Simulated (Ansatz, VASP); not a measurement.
Bi: VASP beside Ansatz

File INCAR:

```
ALGO = Normal
EDIFF = 1E-6
ENCUT = 520
GGA = PE
ISIF = 2
ISMEAR = 0
LASPH = True
LCHARG = False
LREAL = False
LWAVE = False
NBANDS = 14
NELM = 100
PREC = Accurate
SIGMA = 0.1
```

Contents of KPOINTS:

```
k-points
0
Gamma
  4 4 6
```

Contents of POSCAR:

```
Bi
1.0
    3.8373228900      0.0000000000      0.0000000000
    0.0000000000      3.8373228900      0.0000000000
    0.0000000000      0.0000000000      2.6468068700
Bi
1
Direct
    0.5000000000      0.5000000000      0.0000000000
```

Input for Ansatz:

```yaml
crystal:
  lattice:
    - [3.83732289, 0.0, 0.0]
    - [0.0, 3.83732289, 0.0]
    - [0.0, 0.0, 2.64680687]
  atoms:
    - { symbol: Bi, position: [0.5, 0.5, 0.0] }
basis:
  ecutwfc: 420
kpoints:
  mp_grid: { grid: [4, 4, 6] }
hamiltonian:
  xc: pbe
scf:
  occupations: { method: gaussian, width: 0.1 }
  lower_state_search: "off"
output:
  forces: true
  stress: true
  eigenvalues: true
```

Alike in both runs: task single point; functional PBE; k mesh 4 × 4 × 6; occupations gaussian, width 0.1 eV; no spin polarisation.

```csv
,VASP,Ansatz
version,VASP 6.6.1,Ansatz 0.2.0
potentials or method,"VASP PAW PBE potentials, release 64 (Bi_d), cutoff 520 eV","scalar-relativistic, plane waves, PAW"
valence electrons in the cell,15,15
```

Ansatz gave:

* gap on the k mesh at the Fermi level (eV): none
* pressure (GPa): 13.2
* traceless stress, the component that is largest in VASP (GPa): 38.15

Task: Which values does VASP return?

Result: gap on the k mesh at the Fermi level (eV): none; pressure (GPa): 13.1; traceless stress, the component that is largest in VASP (GPa): 37.99.

A gap of «none» marks a metal or a gap that the smearing closes.

The k mesh is coarse, so the values compare programs but aren't converged. Spin-orbit coupling is off throughout.
